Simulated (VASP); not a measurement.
# Ni (Fm-3m) in VASP: further runs

Ni is run at these levels: PBE; tasks: single point.

All numbers are computed with VASP 6.6.1; they aren't measurements. Logs are shortened: lines on timing, memory, paths and dates and some standing lists are left out, and cuts for length are marked.

**1. The cell of the first run**

The structure is cubic, space group Fm-3m (No. 225). The conventional cell has a = 3.542 Å, b = 3.542 Å, c = 3.542 Å, α = 90.00°, β = 90.00°, γ = 90.00°. Ni (site symmetry m-3m) has 12 Ni at 2.50 Å within 3.3 Å.

**2. Single point, PBE, collinear spin**

File INCAR:

```
PREC = Accurate
ENCUT = 520
EDIFF = 1E-6
ISMEAR = -1
SIGMA = 0.1
LREAL = False
LASPH = True
NELM = 150
ALGO = Normal
ISIF = 2
LWAVE = False
LCHARG = True
ISPIN = 2
MAGMOM = 2 0
LORBIT = 11
LMAXMIX = 4
GGA = PE
LELF = True
LVHAR = True
ISYM = 0
NBANDS = 21
```

File KPOINTS:

```
regular mesh
0
Gamma
  12 7 10
```

File POSCAR:

```
Ni
1.0
    0.0000000000     -1.7710500000     -1.7710500000
   -3.5421000000     -1.7710500000     -1.7710500000
    0.0000000000      1.7710500000     -1.7710500000
Ni
2
Direct
    0.0000000000      0.0000000000      0.0000000000
    0.0000000000      0.5000000000      0.5000000000
```

Potentials or basis: VASP PAW PBE potentials, release 64 (Ni).

Run with:

```console
$ cat potpaw_PBE.64/Ni/POTCAR > POTCAR
$ mpirun -np 1 vasp_std > vasp.out
```

OUTCAR:

```text
PREC = Accurate
   ENCUT = 520
   EDIFF = 1E-6
   ISMEAR = -1
   LREAL = False
   LASPH = True
   NELM = 150
   ISIF = 2
   ISPIN = 2
   LORBIT = 11
   GGA = PE
   ISYM = 0

 ion  position               nearest neighbor table
   1  0.000  0.000  0.000-   2 2.50   2 2.50   2 2.50   2 2.50   2 2.50   2 2.50   2 2.50   2 2.50

   2  0.000  0.500  0.500-   1 2.50   1 2.50   1 2.50   1 2.50   1 2.50   1 2.50   1 2.50   1 2.50

IMPORTANT INFORMATION: All symmetrisations will be switched off!
NOSYMM: (Re-)initialisation of all symmetry stuff for point group C_1.

----------------------------------------------------------------------------------------

                                     Primitive cell

  volume of cell :      22.2204

  direct lattice vectors                    reciprocal lattice vectors
     0.000000000 -1.771050000 -1.771050000     0.282318399 -0.282318399 -0.282318399
    -3.542100000 -1.771050000 -1.771050000    -0.282318399  0.000000000  0.000000000
     0.000000000  1.771050000 -1.771050000     0.000000000  0.282318399 -0.282318399

  length of vectors
     2.504642930  4.338168809  2.504642930     0.488989810  0.282318399  0.399258508

  position of ions in fractional coordinates (direct lattice)
     0.000000000  0.000000000  0.000000000
     0.000000000  0.500000000  0.500000000

  ion indices of the primitive-cell ions
   primitive index   ion index
                 1           1
                 2           2

----------------------------------------------------------------------------------------

 KPOINTS: regular mesh

Automatic generation of k-mesh.
 Grid dimensions read from file:
 generate k-points for:   12    7   10

 Generating k-lattice:

  Cartesian coordinates                     Fractional coordinates (reciprocal lattice)
     0.023526533 -0.023526533 -0.023526533     0.083333333  0.000000000  0.000000000
    -0.040331200  0.000000000  0.000000000     0.000000000  0.142857143  0.000000000
     0.000000000  0.028231840 -0.028231840     0.000000000  0.000000000  0.100000000

  Length of vectors
     0.040749151  0.040331200  0.039925851

  Shift w.r.t. Gamma in fractional coordinates (k-lattice)
     0.000000000  0.000000000  0.000000000

 -----------------------------------------------------------------------------
|                                                                             |
|           W    W    AA    RRRRR   N    N  II  N    N   GGGG   !!!           |
|           W    W   A  A   R    R  NN   N  II  NN   N  G    G  !!!           |
|           W    W  A    A  R    R  N N  N  II  N N  N  G       !!!           |
|           W WW W  AAAAAA  RRRRR   N  N N  II  N  N N  G  GGG   !            |
|           WW  WW  A    A  R   R   N   NN  II  N   NN  G    G                |
|           W    W  A    A  R    R  N    N  II  N    N   GGGG   !!!           |
|                                                                             |
|     Your reciprocal lattice and k-lattice belong to different lattice       |
|     classes:                                                                |
|                                                                             |
|        The reciprocal lattice is simple tetragonal,                         |
|        whereas your k-lattice is simple monoclinic.                         |
|                                                                             |
|     Results are often still useful ...                                      |
|                                                                             |
 -----------------------------------------------------------------------------

 WARNING: IBZKPT: internal override: KBLOWUP is changed to .FALSE.
      ... skipping the blow-up phase ...

 Subroutine IBZKPT returns following result:
 ===========================================

 Found    422 irreducible k-points:

 Following reciprocal coordinates:
            Coordinates               Weight
  0.000000  0.000000  0.000000      1.000000
  0.083333  0.000000  0.000000      2.000000
  0.166667  0.000000  0.000000      2.000000
  0.250000  0.000000  0.000000      2.000000
  0.333333  0.000000  0.000000      2.000000
  0.416667  0.000000  0.000000      2.000000
[... 16 lines left out ...]
  0.250000  0.285714  0.000000      2.000000
  0.333333  0.285714  0.000000      2.000000
 [... further k-points ...]
   k-points           NKPTS =    422   k-points in BZ     NKDIM =    422   number of bands    NBANDS=     21
   number of dos      NEDOS =    301   number of ions     NIONS =      2
   total plane-waves  NPLWV =  12800
   dimension x,y,z NGX =    20 NGY =   32 NGZ =   20
   dimension x,y,z NGXF=    40 NGYF=   64 NGZF=   40
   ions per type =               2
   NGX,Y,Z   is equivalent  to a cutoff of  13.28, 12.26, 13.28 a.u.
   NGXF,Y,Z  is equivalent  to a cutoff of  26.55, 24.53, 26.55 a.u.
 SYSTEM =  unknown system
   PREC   = accura    normal or accurate (medium, high low for compatibility)
   ISTART =      0    job   : 0-new  1-cont  2-samecut
   ICHARG =      2    charge: 1-file 2-atom 10-const
   ISPIN  =      2    spin polarized calculation?
   LNONCOLLINEAR =      F non collinear calculations
   LSORBIT =      F    spin-orbit coupling
   LASPH  =      T    aspherical Exc in radial PAW
   ENCUT  =  520.0 eV  38.22 Ry    6.18 a.u.   4.66  8.07  4.66*2*pi/ulx,y,z
   NELM   =    150;   NELMIN=  2; NELMDL= -5     # of ELM steps
   EDIFF  = 0.1E-05   stopping-criterion for ELM
   LREAL  =      F    real-space projection
   EDIFFG = 0.1E-04   stopping-criterion for IOM
   NSW    =      0    number of steps for IOM
   IBRION =     -1    ionic relax: 0-MD 1-quasi-New 2-CG
   NFREE  =      0    steps in history (QN), initial steepest desc. (CG)
   ISIF   =      2    stress and relaxation
   ISYM   =      0    0-nonsym 1-usesym 2-fastsym
   POTIM  = 0.5000    time-step for ionic-motion
   TEBEG  =    0.0;   TEEND  =   0.0 temperature during run
   PSTRESS=    0.0 pullay stress
   NELECT =      20.0000    total number of electrons
   NUPDOWN=      -1.0000    fix difference up-down
   EMIN   =  10.00;   EMAX   =-10.00  energy-range for DOS
   EFERMI =   0.00;   METHOD = LEGACY
   ISMEAR =    -1;   SIGMA  =   0.10  broadening in eV -4-tet -1-fermi 0-gaus
   EFERMI_NEDOS =   21; number of points for ismear=-14 and -15
   IALGO  =     38    algorithm
   IMIX   =      4    mixing-type and parameters
     AMIX     =   0.40;   BMIX     =  1.00
     AMIX_MAG =   1.60;   BMIX_MAG =  1.00
  volume/ion in A,a.u.               =      11.11        74.98
  Fermi-wavevector in a.u.,A,eV,Ry     =   1.580644  2.986984 33.993269  2.498435
  Thomas-Fermi vector in A             =   2.680840
   LORBIT       =     11    0 simple, 1 ext, 2 COOP (PROOUT), +10 PAW based schemes
   GGA     = PE    functional components
   LHFCALC =     F    Hartree Fock is set to
   AEXX    =    0.0000 exact exchange contribution
   IVDW    =     0    specifies the selected vdW correction
   LEPSILON=     F    determine dielectric tensor
   LRPA    =     F    only Hartree local field effects (RPA)
 spin polarized calculation
  energy-cutoff  :      520.00
  volume of cell :       22.22
 maximum number of plane-waves:       616
   NGX =  9   NGY = 17   NGZ =  9

 number of electron      19.9999987 magnetization       1.2635127

 Free energy of the ion-electron system (eV)
  ---------------------------------------------------
  ext. energy  EPLUGINS =         0.00000000
  ---------------------------------------------------
  free energy    TOTEN  =       -10.99253386 eV

  energy without entropy =      -10.88248963  energy(sigma->0) =      -10.93751174

 E-fermi :   9.0733     XC(G=0): -13.1326

 val. band max:        9.0710590636   @ k =  -0.0833  -0.4286   0.1000
 cond. band min:       9.0764178897   @ k =  -0.1667   0.2857   0.0000
 fundamental gap:      0.0053588261
 Fermi energy:         9.0733178149

 spin component 1

 k-point     1 :       0.0000    0.0000    0.0000
  band No.  band energies     occupation
      1       0.2161      1.00000
      2       4.5519      1.00000
      3       4.9966      1.00000
      4       6.7022      1.00000
      5       6.7080      1.00000
      6       6.7095      1.00000
[... 13 lines left out ...]
     20      36.3213      0.00000
     21      36.3231      0.00000

 k-point     2 :       0.0833    0.0000    0.0000
  band No.  band energies     occupation
      1       0.4828      1.00000
      2       4.6493      1.00000
      3       5.0812      1.00000
      4       6.6407      1.00000
      5       6.7605      1.00000
      6       6.7665      1.00000
[... 13 lines left out ...]
     20      35.7345      0.00000
     21      35.7345      0.00000

 k-point     3 :       0.1667    0.0000    0.0000
  band No.  band energies     occupation
      1       1.2551      1.00000
      2       4.9062      1.00000
      3       5.3195      1.00000
      4       6.4887      1.00000
      5       6.8785      1.00000
      6       6.8856      1.00000
[... 13 lines left out ...]
     20      34.8428      0.00000
     21      36.5406      0.00000
[... 457 lines left out ...]
 k-point    23 :       0.2500    0.2857    0.0000
  band No.  band energies     occupation
      1       1.7664      1.00000
      2       5.2105      1.00000
      3       5.4698      1.00000
      4       6.3525      1.00000
      5       6.9303      1.00000
      6       7.0112      1.00000
[... 13 lines left out ...]
     20      37.4777      0.00000
     21      38.0476      0.00000

 k-point    24 :       0.3333    0.2857    0.0000
  band No.  band energies     occupation
      1       2.8397      1.00000
      2       5.4716      1.00000
      3       5.7455      1.00000
      4       6.1960      1.00000
      5       6.5603      1.00000
      6       6.8706      1.00000
[... 13 lines left out ...]
     20      36.6668      0.00000
     21      37.4996      0.00000

 [... further k-points ...]

 spin component 2

 k-point     1 :       0.0000    0.0000    0.0000
  band No.  band energies     occupation
      1       0.1835      1.00000
      2       4.9151      1.00000
      3       5.6162      1.00000
      4       7.4494      1.00000
      5       7.4533      1.00000
      6       7.4572      1.00000
[... 13 lines left out ...]
     20      36.3123      0.00000
     21      36.3127      0.00000

 k-point     2 :       0.0833    0.0000    0.0000
  band No.  band energies     occupation
      1       0.4505      1.00000
      2       5.0098      1.00000
      3       5.7003      1.00000
      4       7.3791      1.00000
      5       7.5082      1.00000
      6       7.5157      1.00000
[... 13 lines left out ...]
     20      35.7640      0.00000
     21      35.7640      0.00000

 k-point     3 :       0.1667    0.0000    0.0000
  band No.  band energies     occupation
      1       1.2266      1.00000
      2       5.2682      1.00000
      3       5.9210      1.00000
      4       7.1979      1.00000
      5       7.6193      1.00000
      6       7.6274      1.00000
[... 13 lines left out ...]
     20      34.9116      0.00000
     21      36.6356      0.00000
[... 457 lines left out ...]
 k-point    23 :       0.2500    0.2857    0.0000
  band No.  band energies     occupation
      1       1.7419      1.00000
      2       5.6552      1.00000
      3       6.0115      1.00000
      4       7.0517      1.00000
      5       7.6294      1.00000
      6       7.6483      1.00000
[... 13 lines left out ...]
     20      37.4355      0.00000
     21      38.0214      0.00000

 k-point    24 :       0.3333    0.2857    0.0000
  band No.  band energies     occupation
      1       2.8372      1.00000
      2       6.0384      1.00000
      3       6.1310      1.00000
      4       6.8662      1.00000
      5       7.1676      1.00000
      6       7.5339      1.00000
[... 13 lines left out ...]
     20      36.7208      0.00000
     21      37.4244      0.00000

 [... further k-points ...]

------------------------ aborting loop because EDIFF is reached ----------------------------------------

  FORCE on cell =-STRESS in cart. coord.  units (eV):
  Direction    XX          YY          ZZ          XY          YZ          ZX
  --------------------------------------------------------------------------------------
  -------------------------------------------------------------------------------------
  Total       -0.4593670     -0.4542320     -0.4542393     -0.0015274      0.0082346     -0.0015254
  in kB      -33.1221022    -32.7518511    -32.7523744     -0.1101324      0.5937439     -0.1099865
  external PRESSURE =     -32.8754426 kB  Pullay stress =       0.0000000 kB

 VOLUME and BASIS-vectors are now :
 -----------------------------------------------------------------------------
  energy-cutoff  :      520.00
  volume of cell :       22.22
      direct lattice vectors                 reciprocal lattice vectors
     0.000000000 -1.771050000 -1.771050000     0.282318399 -0.282318399 -0.282318399
    -3.542100000 -1.771050000 -1.771050000    -0.282318399  0.000000000  0.000000000
     0.000000000  1.771050000 -1.771050000     0.000000000  0.282318399 -0.282318399

 POSITION                                       TOTAL-FORCE (eV/Angst)
 -----------------------------------------------------------------------------------
      0.00000      0.00000      0.00000         0.000000     -0.000001      0.000000
     -1.77105      0.00000     -1.77105        -0.000000      0.000001     -0.000000
 -----------------------------------------------------------------------------------
    total drift:                               -0.000000      0.000001      0.000002

  FREE ENERGIE OF THE ION-ELECTRON SYSTEM (eV)
  ---------------------------------------------------
  free  energy   TOTEN  =       -10.9925338576 eV

  energy  without entropy=      -10.8824896312  energy(sigma->0) =      -10.93751174

 total charge

# of ion       s       p       d       tot
------------------------------------------
    1        0.489   0.480   8.305   9.274
    2        0.489   0.480   8.304   9.273
--------------------------------------------------
tot          0.978   0.959  16.609  18.547

 magnetization (x)

# of ion       s       p       d       tot
------------------------------------------
    1       -0.006  -0.024   0.675   0.645
    2       -0.006  -0.024   0.675   0.646
--------------------------------------------------
tot         -0.012  -0.048   1.350   1.290
```

Run time: 5.1 min. Hardware: 1 thread of Intel Xeon Platinum 8259CL at 2.50GHz (Skylake/Cascade Lake), shared host; peak memory 0.36 GiB.

What came out:

```yaml
Free_energy: -10.9925 eV
Pressure: -3.3 GPa
Net_moment: 1.26 μB per cell
Site_moments: Ni +0.65 μB
Valence_electrons_inside_the_program's_atomic_spheres: Ni 9.27
```

Stress tensor (GPa, compression positive):
```
-3.31 -0.01 -0.01
-0.01 -3.28  0.06
-0.01  0.06 -3.28
```

Levels at points of the mesh, in eV from the Fermi level:
Spin up:
```
           k point  band 8  band 9  band 10  band 11  band 12  band 13  band 14  band 15
(0.00, 0.00, 0.00)   -1.24   -0.55    -0.47    -0.47     2.45     9.04    14.64    14.64
(0.50, 0.00, 0.00)   -0.60   -0.60    -0.60    -0.24    -0.24     5.52     5.53    22.05
(0.00, 0.00, 0.50)   -1.65   -1.36    -1.35     0.92     0.93    11.35    11.35    12.71
(0.50, 0.00, 0.50)   -1.30   -0.47    -0.47     7.62     7.62     7.63     7.63     9.83
```
Spin down:
```tsv
k point	band 8	band 9	band 10	band 11	band 12	band 13
(0.00, 0.00, 0.00)	-0.63	0.08	0.38	0.39	2.40	9.29
(0.50, 0.00, 0.00)	-0.31	0.16	0.16	0.16	0.16	5.95
(0.00, 0.00, 0.50)	-1.08	-0.55	-0.55	1.51	1.51	11.53
(0.50, 0.00, 0.50)	-0.72	0.39	0.39	7.80	7.80	7.80
```

Caveat: the cell stands under tension.

**3. Single point, PBE, collinear spin**

File INCAR:

```
SYSTEM = Ni
PREC = Accurate ; ENCUT = 520
EDIFF = 1E-6 ; ISMEAR = -1
SIGMA = 0.1 ; LREAL = .False.
LASPH = .True. ; NELM = 150
ALGO = Normal ; ISIF = 2
LWAVE = .False. ; LCHARG = .True.
ISPIN = 2 ; MAGMOM = 0.06 0.06
LORBIT = 11 ; LMAXMIX = 4
GGA = PE ; LELF = .True.
LVHAR = .True. ; ISYM = 0
NBANDS = 21
```

File KPOINTS:

```
regular mesh
0
Gamma
  12 7 10
  0 0 0
```

POSCAR is that of step 2.

Potentials or basis: VASP PAW PBE potentials, release 64 (Ni).

Run with:

```console
$ cat potpaw_PBE.64/Ni/POTCAR > POTCAR
$ mpirun -np 1 vasp_std > vasp.out
```

Run time: 3.4 min. Hardware: 1 thread of AMD EPYC 9R45 (Zen 5), shared host; peak memory 0.33 GiB.

The run converged. Its results:

* Free energy: -10.9242 eV
* Pressure: -4.3 GPa
* Band gap on the k mesh: zero (filled and empty bands overlap)
* Net moment: 0.00 μB per cell
* Valence electrons inside the program's atomic spheres: Ni 9.28

Stress tensor (GPa, compression positive):
```
-4.08 -0.03 -0.03
-0.03 -4.46  0.02
-0.03  0.02 -4.46
```

Levels at points of the mesh, in eV from the Fermi level:
Spin up:
```tsv
k point	band 7	band 8	band 9	band 10	band 11	band 12	band 13	band 14
(0.00, 0.00, 0.00)	-0.76	-0.76	-0.06	0.14	0.14	2.58	9.33	14.80
(0.50, 0.00, 0.00)	-0.12	-0.12	-0.04	-0.04	-0.04	-0.04	5.90	5.90
(0.00, 0.00, 0.50)	-1.19	-1.19	-0.78	-0.78	1.38	1.38	11.60	11.60
(0.50, 0.00, 0.50)	-0.83	-0.83	0.14	0.14	7.87	7.87	7.87	7.87
```
Spin down:
```tsv
k point	band 7	band 8	band 9	band 10	band 11	band 12	band 13	band 14
(0.00, 0.00, 0.00)	-0.76	-0.76	-0.06	0.14	0.14	2.58	9.33	14.80
(0.50, 0.00, 0.00)	-0.12	-0.12	-0.04	-0.04	-0.04	-0.04	5.90	5.90
(0.00, 0.00, 0.50)	-1.19	-1.19	-0.78	-0.78	1.38	1.38	11.60	11.60
(0.50, 0.00, 0.50)	-0.83	-0.83	0.14	0.14	7.87	7.87	7.87	7.87
```

Caveat: the cell stands under tension.

**4. Single point, PBE, collinear spin, ferromagnetic start**

File INCAR:

```
ALGO     = Normal         # electronic algorithm
EDIFF    = 1E-6           # SCF threshold, eV
ENCUT    = 520            # plane-wave cutoff, eV
GGA      = PE             # functional
ISIF     = 2              # what is computed and relaxed
ISMEAR   = -1             # smearing method
ISPIN    = 2              # spin polarisation
ISYM     = 0            
LASPH    = T              # aspherical terms in the spheres
LCHARG   = T              # write CHGCAR
LELF     = T              # ELF
LMAXMIX  = 4              # l up to which the mixer works
LORBIT   = 11             # projections on sites
LREAL    = F              # projectors in reciprocal space
LVHAR    = T            
LWAVE    = F              # write WAVECAR
MAGMOM   = 1.3 1.3        # initial moments
NBANDS   = 21             # bands
NELM     = 150            # most SCF steps
PREC     = Accurate       # precision mode
SIGMA    = 0.1            # smearing width, eV
```

File KPOINTS:

```
k-points
0
Gamma
  12 7 10
```

POSCAR is that of step 3.

Run with:

```console
$ cat potpaw_PBE.64/Ni/POTCAR > POTCAR
$ mpirun -np 1 vasp_std > vasp.out
```

Run time: 2.7 min. Hardware: 1 thread of AMD EPYC 9R45 (Zen 5), shared host; peak memory 0.33 GiB.

Results (log left out):

```yaml
Free_energy: -10.9925 eV
Pressure: -3.4 GPa
Net_moment: 1.26 μB per cell
Site_moments: Ni +0.65 μB
Valence_electrons_inside_the_program's_atomic_spheres: Ni 9.27
```

Stress tensor (GPa, compression positive):
```
-3.45 -0.01 -0.01
-0.01 -3.41  0.06
-0.01  0.06 -3.41
```

Levels at points of the mesh, in eV from the Fermi level:
Spin up:
| k point | band 7 | band 8 | band 9 | band 10 | band 11 | band 12 | band 13 | band 14 | band 15 | band 16 |
| --- | --- | --- | --- | --- | --- | --- | --- | --- | --- | --- |
| (0.00, 0.00, 0.00) | -1.24 | -1.24 | -0.55 | -0.47 | -0.47 | 2.45 | 9.04 | 14.64 | 14.64 | 19.47 |
| (0.50, 0.00, 0.00) | -0.60 | -0.60 | -0.60 | -0.60 | -0.24 | -0.24 | 5.52 | 5.53 | 22.05 | 22.06 |
| (0.00, 0.00, 0.50) | -1.65 | -1.65 | -1.36 | -1.36 | 0.92 | 0.92 | 11.35 | 11.35 | 12.71 | 12.71 |
| (0.50, 0.00, 0.50) | -1.30 | -1.30 | -0.47 | -0.47 | 7.62 | 7.62 | 7.63 | 7.63 | 9.83 | 9.83 |
Spin down:
```tsv
k point	band 7	band 8	band 9	band 10	band 11	band 12	band 13	band 14
(0.00, 0.00, 0.00)	-0.64	-0.63	0.08	0.38	0.39	2.40	9.29	14.65
(0.50, 0.00, 0.00)	-0.31	-0.31	0.16	0.16	0.16	0.16	5.95	5.95
(0.00, 0.00, 0.50)	-1.08	-1.08	-0.55	-0.55	1.51	1.51	11.53	11.53
(0.50, 0.00, 0.50)	-0.72	-0.72	0.39	0.39	7.80	7.80	7.80	7.80
```

Caveat: the cell stands under tension.
